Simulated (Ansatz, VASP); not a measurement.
Two plane-wave programs on KCl

```xyz
2
Lattice="3.7191 0.0000 0.0000 0.0000 3.7191 0.0000 0.0000 0.0000 3.7191" Properties=species:S:1:pos:R:3 pbc="T T T"
K     0.0000    0.0000    0.0000
Cl    1.8595    1.8595    1.8595
```

Alike in both runs: task single point; functional r2SCAN; k mesh 6 × 6 × 6; occupations gaussian, width 0.05 eV; no spin polarisation.

|  | VASP | Ansatz |
| --- | --- | --- |
| version | VASP 6.6.1 | Ansatz 0.2.0 |
| potentials or method | VASP PAW PBE potentials, release 64 (K_sv, Cl), cutoff 520 eV | scalar-relativistic, plane waves, PAW |
| valence electrons in the cell | 16 | 16 |

Ansatz gave:

```
gap on the k mesh at the Fermi level (eV) : 6.01
least direct gap on the mesh (eV)         : 6.23
pressure (GPa)                            : 1.0
```

**Question.** What did VASP give for the same quantities?

**Answer.** gap on the k mesh at the Fermi level (eV): 6.02; least direct gap on the mesh (eV): 6.24; pressure (GPa): 1.0.

VASP's potentials were made for PBE, not for r2SCAN.
